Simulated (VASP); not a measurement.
# H2 in VASP: further runs

H2 is run at these levels: LDA; tasks: single point, relaxation of the atoms.

Program: VASP 6.6.1. These are calculated values, not measurements. Logs are shortened: lines on timing, memory, paths and dates and some standing lists are left out, and cuts for length are marked.

### 1 The cell of the first run

The cell holds a molecule in a box, 2 atoms: a = 12.000 Å, b = 12.300 Å, c = 12.600 Å, α = 90.00°, β = 90.00°, γ = 90.00°.

### 2 Single point, LDA

INCAR

```
PREC = Accurate
ENCUT = 520
EDIFF = 1E-6
ISMEAR = -1
SIGMA = 0.01
LREAL = F
LASPH = T
NELM = 60
ALGO = Normal
ISIF = 2
LWAVE = F
LCHARG = T
LELF = T
LVHAR = T
NBANDS = 8
```

KPOINTS

```
regular mesh
0
Gamma
  1 1 1
```

POSCAR

```
H
1.0
   12.0000000000      0.0000000000      0.0000000000
    0.0000000000     12.3000000000      0.0000000000
    0.0000000000      0.0000000000     12.6000000000
H
2
Direct
    0.5000000000      0.5000000000      0.4696315780
    0.5000000000      0.5000000000      0.5303684220
```

Potentials or basis: VASP PAW LDA potentials, release 64 (H).

On the command line:

```sh
> cat potpaw_LDA.64/H/POTCAR > POTCAR
> mpirun -np 1 vasp_gam > vasp.out
```

OUTCAR:

```text
PREC = Accurate
   ENCUT = 520
   EDIFF = 1E-6
   ISMEAR = -1
   LREAL = F
   LASPH = T
   NELM = 60
   ISIF = 2

 ion  position               nearest neighbor table
   1  0.500  0.500  0.470-   2 0.77
   2  0.500  0.500  0.530-   1 0.77

  LATTYP: Found a simple orthorhombic cell.
 ALAT       =    12.0000000000
 B/A-ratio  =     1.0250000000
 C/A-ratio  =     1.0500000000

  Lattice vectors:

 A1 = (  12.0000000000,   0.0000000000,   0.0000000000)
 A2 = (   0.0000000000,  12.3000000000,   0.0000000000)
 A3 = (   0.0000000000,   0.0000000000,  12.6000000000)

Analysis of symmetry for initial positions (statically):
=====================================================================
 Subroutine PRICEL returns:
 Original cell was already a primitive cell.

 Routine SETGRP: Setting up the symmetry group for a
 simple orthorhombic supercell.

 Subroutine GETGRP returns: Found  8 space group operations
 (whereof  8 operations were pure point group operations)
 out of a pool of  8 trial point group operations.

The static configuration has the point symmetry D_2h.

Analysis of symmetry for dynamics (positions and initial velocities):
=====================================================================
 Subroutine PRICEL returns:
 Original cell was already a primitive cell.

 Routine SETGRP: Setting up the symmetry group for a
 simple orthorhombic supercell.

 Subroutine GETGRP returns: Found  8 space group operations
 (whereof  8 operations were pure point group operations)
 out of a pool of  8 trial point group operations.

The dynamic configuration has the point symmetry D_2h.

 Subroutine INISYM returns: Found  8 space group operations
 (whereof  8 operations are pure point group operations),
 and found     1 'primitive' translations

----------------------------------------------------------------------------------------

                                     Primitive cell

  volume of cell :    1859.7600

  direct lattice vectors                    reciprocal lattice vectors
    12.000000000  0.000000000  0.000000000     0.083333333  0.000000000  0.000000000
     0.000000000 12.300000000  0.000000000     0.000000000  0.081300813  0.000000000
     0.000000000  0.000000000 12.600000000     0.000000000  0.000000000  0.079365079

  length of vectors
    12.000000000 12.300000000 12.600000000     0.083333333  0.081300813  0.079365079

  position of ions in fractional coordinates (direct lattice)
     0.500000000  0.500000000  0.469631578
     0.500000000  0.500000000  0.530368422

  ion indices of the primitive-cell ions
   primitive index   ion index
                 1           1
                 2           2

----------------------------------------------------------------------------------------

 KPOINTS: regular mesh

Automatic generation of k-mesh.
 Grid dimensions read from file:
 generate k-points for:    1    1    1

 Generating k-lattice:

  Cartesian coordinates                     Fractional coordinates (reciprocal lattice)
     0.083333333  0.000000000  0.000000000     1.000000000  0.000000000  0.000000000
     0.000000000  0.081300813  0.000000000     0.000000000  1.000000000  0.000000000
     0.000000000  0.000000000  0.079365079     0.000000000  0.000000000  1.000000000

  Length of vectors
     0.083333333  0.081300813  0.079365079

  Shift w.r.t. Gamma in fractional coordinates (k-lattice)
     0.000000000  0.000000000  0.000000000

 Subroutine IBZKPT returns following result:
 ===========================================

 Found      1 irreducible k-points:

 Following reciprocal coordinates:
            Coordinates               Weight
  0.000000  0.000000  0.000000      1.000000
   k-points           NKPTS =      1   k-points in BZ     NKDIM =      1   number of bands    NBANDS=      8
   number of dos      NEDOS =    301   number of ions     NIONS =      2
   total plane-waves  NPLWV = 829440
   dimension x,y,z NGX =    90 NGY =   96 NGZ =   96
   dimension x,y,z NGXF=   180 NGYF=  192 NGZF=  192
   ions per type =               2
   NGX,Y,Z   is equivalent  to a cutoff of  12.47, 12.98, 12.67 a.u.
   NGXF,Y,Z  is equivalent  to a cutoff of  24.94, 25.95, 25.33 a.u.
 SYSTEM =  unknown system
   PREC   = accura    normal or accurate (medium, high low for compatibility)
   ISTART =      0    job   : 0-new  1-cont  2-samecut
   ICHARG =      2    charge: 1-file 2-atom 10-const
   ISPIN  =      1    spin polarized calculation?
   LNONCOLLINEAR =      F non collinear calculations
   LSORBIT =      F    spin-orbit coupling
   LASPH  =      T    aspherical Exc in radial PAW
   ENCUT  =  520.0 eV  38.22 Ry    6.18 a.u.  22.31 22.87 23.43*2*pi/ulx,y,z
   NELM   =     60;   NELMIN=  2; NELMDL= -5     # of ELM steps
   EDIFF  = 0.1E-05   stopping-criterion for ELM
   LREAL  =      F    real-space projection
   EDIFFG = 0.1E-04   stopping-criterion for IOM
   NSW    =      0    number of steps for IOM
   IBRION =     -1    ionic relax: 0-MD 1-quasi-New 2-CG
   NFREE  =      0    steps in history (QN), initial steepest desc. (CG)
   ISIF   =      2    stress and relaxation
   ISYM   =      2    0-nonsym 1-usesym 2-fastsym
   POTIM  = 0.5000    time-step for ionic-motion
   TEBEG  =    0.0;   TEEND  =   0.0 temperature during run
   PSTRESS=    0.0 pullay stress
   NELECT =       2.0000    total number of electrons
   NUPDOWN=      -1.0000    fix difference up-down
   EMIN   =  10.00;   EMAX   =-10.00  energy-range for DOS
   EFERMI =   0.00;   METHOD = LEGACY
   ISMEAR =    -1;   SIGMA  =   0.01  broadening in eV -4-tet -1-fermi 0-gaus
   EFERMI_NEDOS =   21; number of points for ismear=-14 and -15
   IALGO  =     38    algorithm
   IMIX   =      4    mixing-type and parameters
     AMIX     =   0.40;   BMIX     =  1.00
     AMIX_MAG =   1.60;   BMIX_MAG =  1.00
  volume/ion in A,a.u.               =     929.88      6275.14
  Fermi-wavevector in a.u.,A,eV,Ry     =   0.167726  0.316955  0.382757  0.028132
  Thomas-Fermi vector in A             =   0.873280
   LORBIT       =      0    0 simple, 1 ext, 2 COOP (PROOUT), +10 PAW based schemes
   GGA     = CA    functional components
   LHFCALC =     F    Hartree Fock is set to
   AEXX    =    0.0000 exact exchange contribution
   IVDW    =     0    specifies the selected vdW correction
   LEPSILON=     F    determine dielectric tensor
   LRPA    =     F    only Hartree local field effects (RPA)
 non-spin polarized calculation
  energy-cutoff  :      520.00
  volume of cell :     1859.76
 maximum number of plane-waves:     25042
 NGX is ok and might be reduce to    90
   NGX = 45   NGY = 45   NGZ = 47

 number of electron       2.0000000 magnetization

 Free energy of the ion-electron system (eV)
  ---------------------------------------------------
  ext. energy  EPLUGINS =         0.00000000
  ---------------------------------------------------
  free energy    TOTEN  =        -6.69835317 eV

  energy without entropy =       -6.69835317  energy(sigma->0) =       -6.69835317

 E-fermi :  -9.8767     XC(G=0):  -0.2101

 val. band max:      -10.1363860643   @ k =   0.0000   0.0000   0.0000
 cond. band min:      -0.0922478735   @ k =   0.0000   0.0000   0.0000
 fundamental gap:     10.0441381908
 Fermi energy:        -9.8767475215

 k-point     1 :       0.0000    0.0000    0.0000
  band No.  band energies     occupation
      1     -10.1364      2.00000
      2      -0.0922      0.00000
      3       0.2462      0.00000
      4       0.7175      0.00000
      5       0.7527      0.00000
      6       0.8481      0.00000
      7       0.9226      0.00000
      8       0.9773      0.00000

------------------------ aborting loop because EDIFF is reached ----------------------------------------

  FORCE on cell =-STRESS in cart. coord.  units (eV):
  Direction    XX          YY          ZZ          XY          YZ          ZX
  --------------------------------------------------------------------------------------
  -------------------------------------------------------------------------------------
  Total       -0.0261662     -0.0264737     -0.0196291      0.0000000      0.0000000      0.0000000
  in kB       -0.0225421     -0.0228070     -0.0169104      0.0000000      0.0000000      0.0000000
  external PRESSURE =      -0.0207532 kB  Pullay stress =       0.0000000 kB

 VOLUME and BASIS-vectors are now :
 -----------------------------------------------------------------------------
  energy-cutoff  :      520.00
  volume of cell :     1859.76
      direct lattice vectors                 reciprocal lattice vectors
    12.000000000  0.000000000  0.000000000     0.083333333  0.000000000  0.000000000
     0.000000000 12.300000000  0.000000000     0.000000000  0.081300813  0.000000000
     0.000000000  0.000000000 12.600000000     0.000000000  0.000000000  0.079365079

 POSITION                                       TOTAL-FORCE (eV/Angst)
 -----------------------------------------------------------------------------------
      6.00000      6.15000      5.91736         0.000000      0.000000     -0.014814
      6.00000      6.15000      6.68264         0.000000      0.000000      0.014814
 -----------------------------------------------------------------------------------
    total drift:                                0.000000     -0.000000      0.000000

  FREE ENERGIE OF THE ION-ELECTRON SYSTEM (eV)
  ---------------------------------------------------
  free  energy   TOTEN  =        -6.6983531737 eV

  energy  without entropy=       -6.6983531737  energy(sigma->0) =       -6.69835317
```

Wall time 1.9 min (1 thread of Intel Xeon Platinum 8259CL at 2.50GHz (Skylake/Cascade Lake), shared host); peak memory 0.8 GiB.

Results:

- Free energy: -6.6984 eV
- Largest force: 0.015 eV/Å
- Gap between the frontier levels: 10.04 eV

Forces on the atoms (eV/Å):
```
H    0.000  0.000 -0.015
H    0.000  0.000  0.015
```

Levels at points of the mesh, in eV from the valence-band top:
```csv
k point,band 1,band 2,band 3,band 4
"(0.00, 0.00, 0.00)",0.00,10.04,10.38,10.85
```

### 3 Single point, LDA

INCAR

```
PREC = Accurate
ENCUT = 520
EDIFF = 1E-6
ISMEAR = -1
SIGMA = 0.01
LREAL = False
LASPH = True
NELM = 80
ALGO = Normal
ISIF = 2
LWAVE = False
LCHARG = False
GGA = CA
NBANDS = 8
```

KPOINTS is that of step 2.

POSCAR is that of step 2.

Potentials or basis: VASP PAW LDA potentials, release 64 (H).

On the command line:

```sh
> cat potpaw_LDA.64/H/POTCAR > POTCAR
> mpirun -np 1 vasp_gam > vasp.out
```

OUTCAR:

```text
PREC = Accurate
   ENCUT = 520
   EDIFF = 1E-6
   ISMEAR = -1
   LREAL = False
   LASPH = True
   NELM = 80
   ISIF = 2
   GGA = CA

 ion  position               nearest neighbor table
   1  0.500  0.500  0.470-   2 0.77
   2  0.500  0.500  0.530-   1 0.77

  LATTYP: Found a simple orthorhombic cell.
 ALAT       =    12.0000000000
 B/A-ratio  =     1.0250000000
 C/A-ratio  =     1.0500000000

  Lattice vectors:

 A1 = (  12.0000000000,   0.0000000000,   0.0000000000)
 A2 = (   0.0000000000,  12.3000000000,   0.0000000000)
 A3 = (   0.0000000000,   0.0000000000,  12.6000000000)

Analysis of symmetry for initial positions (statically):
=====================================================================
 Subroutine PRICEL returns:
 Original cell was already a primitive cell.

 Routine SETGRP: Setting up the symmetry group for a
 simple orthorhombic supercell.

 Subroutine GETGRP returns: Found  8 space group operations
[... 135 lines left out ...]
  ext. energy  EPLUGINS =         0.00000000
  ---------------------------------------------------
  free energy    TOTEN  =        -6.69835317 eV

  energy without entropy =       -6.69835317  energy(sigma->0) =       -6.69835317

 E-fermi :  -9.8767     XC(G=0):  -0.2101

 val. band max:      -10.1363860643   @ k =   0.0000   0.0000   0.0000
 cond. band min:      -0.0922478735   @ k =   0.0000   0.0000   0.0000
 fundamental gap:     10.0441381908
 Fermi energy:        -9.8767475215

 k-point     1 :       0.0000    0.0000    0.0000
  band No.  band energies     occupation
      1     -10.1364      2.00000
      2      -0.0922      0.00000
      3       0.2462      0.00000
      4       0.7175      0.00000
      5       0.7527      0.00000
      6       0.8481      0.00000
      7       0.9226      0.00000
      8       0.9773      0.00000

------------------------ aborting loop because EDIFF is reached ----------------------------------------

  FORCE on cell =-STRESS in cart. coord.  units (eV):
  Direction    XX          YY          ZZ          XY          YZ          ZX
  --------------------------------------------------------------------------------------
  -------------------------------------------------------------------------------------
  Total       -0.0261662     -0.0264737     -0.0196291      0.0000000      0.0000000      0.0000000
  in kB       -0.0225421     -0.0228070     -0.0169104      0.0000000      0.0000000      0.0000000
  external PRESSURE =      -0.0207532 kB  Pullay stress =       0.0000000 kB

 VOLUME and BASIS-vectors are now :
 -----------------------------------------------------------------------------
  energy-cutoff  :      520.00
  volume of cell :     1859.76
      direct lattice vectors                 reciprocal lattice vectors
    12.000000000  0.000000000  0.000000000     0.083333333  0.000000000  0.000000000
     0.000000000 12.300000000  0.000000000     0.000000000  0.081300813  0.000000000
     0.000000000  0.000000000 12.600000000     0.000000000  0.000000000  0.079365079

 POSITION                                       TOTAL-FORCE (eV/Angst)
 -----------------------------------------------------------------------------------
      6.00000      6.15000      5.91736         0.000000      0.000000     -0.014814
      6.00000      6.15000      6.68264         0.000000      0.000000      0.014814
 -----------------------------------------------------------------------------------
    total drift:                                0.000000     -0.000000      0.000000

  FREE ENERGIE OF THE ION-ELECTRON SYSTEM (eV)
  ---------------------------------------------------
  free  energy   TOTEN  =        -6.6983531737 eV

  energy  without entropy=       -6.6983531737  energy(sigma->0) =       -6.69835317
```

OSZICAR:

```text
N       E                     dE             d eps       ncg     rms          rms(c)
DAV:   1     0.423571179585E+01    0.42357E+01   -0.51618E+02    16   0.136E+02
DAV:   2    -0.606022443006E+01   -0.10296E+02   -0.10296E+02    16   0.263E+01
DAV:   3    -0.742107336475E+01   -0.13608E+01   -0.13608E+01    32   0.144E+01
[... 11 lines left out ...]
DAV:  15    -0.669833223150E+01   -0.50612E-04   -0.13513E-06    16   0.330E-03    0.600E-04
DAV:  16    -0.669834512908E+01   -0.12898E-04   -0.14215E-07    16   0.108E-03    0.436E-04
DAV:  17    -0.669835065941E+01   -0.55303E-05   -0.13475E-07    16   0.907E-04    0.122E-04
DAV:  18    -0.669835293510E+01   -0.22757E-05   -0.35763E-08    16   0.504E-04    0.775E-05
DAV:  19    -0.669835317366E+01   -0.23856E-06   -0.15038E-09    16   0.105E-04
   1 F= -.66983532E+01 E0= -.66983532E+01  d E =-.285660E-11
```

It took 68 s on 1 thread of Intel Xeon Platinum 8259CL at 2.50GHz (Skylake/Cascade Lake), shared host; peak memory 0.8 GiB.

Results:

| Item | Value |
| --- | --- |
| Free energy | -6.6984 eV |
| Largest force | 0.015 eV/Å |
| Gap between the frontier levels | 10.04 eV |

Forces on the atoms (eV/Å):
```
H    0.000  0.000 -0.015
H    0.000  0.000  0.015
```

Levels at points of the mesh, in eV from the valence-band top:
```csv
k point,band 1,band 2,band 3,band 4,band 5,band 6
"(0.00, 0.00, 0.00)",0.00,10.04,10.38,10.85,10.89,10.98
```

### 4 Relaxation of the atoms, LDA

INCAR

```
SYSTEM = H
PREC = Accurate
ENCUT = 520
EDIFF = 1E-6
ISMEAR = -1
SIGMA = 0.01
LREAL = .FALSE.
LASPH = .TRUE.
NELM = 100
ALGO = Normal
ISIF = 2
LWAVE = .FALSE.
LCHARG = .FALSE.
IBRION = 2
NSW = 80
EDIFFG = -0.01
```

KPOINTS

```
regular mesh
0
G
  1 1 1
  0 0 0
```

POSCAR

```
H
1.0
   12.0000000000      0.0000000000      0.0000000000
    0.0000000000     12.3000000000      0.0000000000
    0.0000000000      0.0000000000     12.6000000000
H
2
Direct
    0.5000000000      0.5000000000      0.4702380952
    0.5000000000      0.5000000000      0.5297619048
```

On the command line:

```sh
> cat potpaw_LDA.64/H/POTCAR > POTCAR
> mpirun -np 1 vasp_gam > vasp.out
```

Run time: 2.4 min. Hardware: 1 thread of Intel Xeon Platinum 8259CL at 2.50GHz (Skylake/Cascade Lake), shared host; peak memory 0.87 GiB.

Results (log left out):

```
Free energy                     : -6.6984 eV
Energy gained by relaxing       : 2.1 meV/atom
Ionic steps                     : 3
Gap between the frontier levels : 10.04 eV
```

The path:
```csv
step,energy change (eV),largest force (eV/Å),pressure (GPa)
1,0.0000,0.5331,0.01
2,0.0149,1.0297,-0.03
3,-0.0041,0.0011,0.00
```

Final structure:
```yaml
crystal:
  lattice:
    - [12.00000, 0.00000, 0.00000]
    - [0.00000, 12.30000, 0.00000]
    - [0.00000, 0.00000, 12.60000]
  atoms:
    - { symbol: H, position: [0.50000, 0.50000, 0.46961] }
    - { symbol: H, position: [0.50000, 0.50000, 0.53039] }
```

Levels at points of the mesh, in eV from the valence-band top:
```tsv
k point	band 1	band 2	band 3	band 4
(0.00, 0.00, 0.00)	0.00	10.04	10.38	10.85
```
